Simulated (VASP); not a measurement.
Write the native input for VASP 6.6.1 that does the following.

```yaml
Task: single point
Functional: PBE
Potentials_or_basis: VASP PAW PBE potentials, release 64 (Mg, O)
Cutoff: 520 eV
k_mesh: 9 × 9 × 9
Occupations: fermi-dirac, width 0.05 eV
Spin: no spin polarisation
Dipole_correction: no
Further_INCAR_settings: ALGO = Normal; EDIFF = 1e-06; NBANDS = 11
```

The structure of MgO lies in POSCAR:

```
MgO
1.0
    0.0000000000      2.1595000000      2.1595000000
    2.1595000000      0.0000000000      2.1595000000
    2.1595000000      2.1595000000      0.0000000000
Mg O
1 1
Direct
    0.0000000000      0.0000000000      0.0000000000
    0.5000000000      0.5000000000      0.5000000000
```

The input as run:

INCAR

```
  PREC = Accurate
  ENCUT = 520
  EDIFF = 1E-6
  ISMEAR = -1
  SIGMA = 0.05
  LREAL = False
  LASPH = True
  NELM = 100
  ALGO = Normal
  ISIF = 2
  LWAVE = False
  LCHARG = True
  GGA = PE
  LELF = True
  LVHAR = True
  NBANDS = 11
```

KPOINTS

```
Automatic mesh
0
Gamma
  9 9 9
```

Potentials or basis: VASP PAW PBE potentials, release 64 (Mg, O).

Run with:

```bash
$ cat potpaw_PBE.64/Mg/POTCAR potpaw_PBE.64/O/POTCAR > POTCAR
$ mpirun -np 1 vasp_std > vasp.out
```

Results of the run:

```json
{"Pressure": "-6.9 GPa", "Band gap on the k mesh": "4.03 eV, direct"}
```

It took 5.7 s on 1 thread of Intel(R) Xeon(R) Platinum 8488C (Sapphire Rapids), on a shared host, peak memory 0.13 GiB.
